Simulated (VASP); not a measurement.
Write the native input for VASP 6.6.1 that does the following.

```
Task                   : single point
Functional             : PBEsol
Potentials or basis    : VASP PAW PBE potentials, release 64 (Ca_sv)
Cutoff                 : 520 eV
k mesh                 : 11 × 11 × 11
Occupations            : fermi-dirac, width 0.08 eV
Spin                   : no spin polarisation
Dipole correction      : no
Further INCAR settings : ALGO = Normal; EDIFF = 1e-07; NBANDS = 11
```

The structure of Ca lies in POSCAR:

```
Ca
1.0
    2.7478651519      0.0000000000      0.0000000000
    0.0000000000      2.7478651519      0.0000000000
    0.0000000000      0.0000000000      2.7478651519
Ca
1
Direct
    0.0000000000      0.0000000000      0.0000000000
```

This cell differs from its parent crystal: volume scaled by 0.5.

The input as run:

INCAR

```
  PREC = Accurate
  ENCUT = 520
  EDIFF = 1E-7
  ISMEAR = -1
  SIGMA = 0.08
  LREAL = F
  LASPH = T
  NELM = 60
  ALGO = Normal
  ISIF = 2
  LWAVE = F
  LCHARG = F
  GGA = PS
  NBANDS = 11
```

KPOINTS

```
Automatic mesh
0
Gamma
  11 11 11
```

Potentials or basis: VASP PAW PBE potentials, release 64 (Ca_sv).

Run with:

```sh
$ cat potpaw_PBE.64/Ca_sv/POTCAR > POTCAR
$ mpirun -np 1 vasp_std > vasp.out
```

Results of the run:

```yaml
Pressure: 25.2 GPa
Band_gap_on_the_k_mesh: 0.19 eV, direct
```

Caveat: the PAW data sets were made with another functional, which shifts forces and pressure a little.

It took 15 s on 1 thread of Intel Xeon 6975P-C, on a shared host, peak memory 0.13 GiB.
